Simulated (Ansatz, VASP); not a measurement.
## Sr in VASP and in Ansatz

Contents of INCAR:

```
  PREC = Accurate
  ENCUT = 520
  EDIFF = 1E-7
  ISMEAR = -1
  SIGMA = 0.1
  LREAL = F
  LASPH = T
  NELM = 100
  ALGO = Normal
  ISIF = 2
  LWAVE = F
  LCHARG = T
  GGA = PE
  LELF = T
  LVHAR = T
  NBANDS = 22
```

KPOINTS

```
Automatic mesh
0
Gamma
  7 7 10
```

File POSCAR:

```
Sr
1.0
    6.5661768777      0.0000000000      0.0000000000
   -3.2830884389      5.6864759819      0.0000000000
    0.0000000000      0.0000000000      3.9212076292
Sr
3
Direct
    0.0000000000      1.0000000000      0.0000000000
    0.3333333333      0.6666666667      0.5000000000
    0.6666666667      0.3333333333      0.5000000000
```

Input for Ansatz:

```yaml
crystal:
  lattice:
    - [6.5661768777, 0.0, 0.0]
    - [-3.2830884389, 5.6864759819, 0.0]
    - [0.0, 0.0, 3.9212076292]
  atoms:
    - { symbol: Sr, position: [0.0, 1.0, 0.0] }
    - { symbol: Sr, position: [0.3333333333, 0.6666666667, 0.5] }
    - { symbol: Sr, position: [0.6666666667, 0.3333333333, 0.5] }
hamiltonian:
  xc: pbe
  pseudopotentials:
    kind: paw
    azcp:
      Sr: "pseudopotentials/Sr.paw.azcp"
basis:
  ecutwfc: 420
  fft_grid_basis: typed
kpoints:
  mp_grid: { grid: [7, 7, 10], shift: [0, 0, 0] }
magnetization:
  spin_polarized: false
scf:
  occupations: { method: fermi_dirac, width: 0.1 }
output:
  stress: true
```

Alike in both runs: task single point; functional PBE; k mesh 7 × 7 × 10; occupations fermi-dirac, width 0.1 eV; no spin polarisation.

```csv
,VASP,Ansatz
version,VASP 6.6.1,Ansatz 0.2.0
potentials or method,"VASP PAW PBE potentials, release 64 (Sr_sv), cutoff 520 eV","plane waves (420 eV) with PAW, scalar-relativistic"
valence electrons in the cell,30,30
```

```tsv
	VASP	Ansatz	Ansatz less VASP
pressure (GPa)	1.7	1.7	-0.01
traceless stress, the component that is largest in VASP (GPa)	-0.16	-0.16	+0.004
```
